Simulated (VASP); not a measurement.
Input of a VASP 6.6.1 run:

Contents of INCAR:

```
SYSTEM = CO2
ALGO = Normal
EDIFF = 1E-6
ENCUT = 520
GGA = PE
ISIF = 2
ISMEAR = 0
IVDW = 12
LASPH = .True.
LCHARG = .False.
LREAL = .False.
LWAVE = .False.
NBANDS = 15
NELM = 60
PREC = Accurate
SIGMA = 0.01
```

Contents of KPOINTS:

```
k-points
0
Gamma
  1 1 1
  0 0 0
```

The input POSCAR:

```
CO2
1.0
   10.7000000000      0.0000000000      0.0000000000
    0.0000000000     10.9000000000      0.0000000000
    0.0000000000      0.0000000000      9.4000000000
C O
1 2
Direct
    0.5000000000      0.5000000000      0.5000000000
    0.5773591858      0.5759373919      0.5000000000
    0.4226408142      0.4240626081      0.5000000000
```

Potentials or basis: VASP PAW PBE potentials, release 64 (C, O).

Command:

```console
$ cat potpaw_PBE.64/C/POTCAR potpaw_PBE.64/O/POTCAR > POTCAR
$ mpirun -np 1 vasp_gam > vasp.out
```

Task: Estimate the largest force.

Result: 0.634 eV/Å.

Task: Predict the dispersion energy per atom.

Result: -0.009 eV.

Forces in eV/Å, atoms in the order of the input:
```
C    0.000  0.000  0.000
O    0.448  0.449  0.000
O   -0.448 -0.449  0.000
```
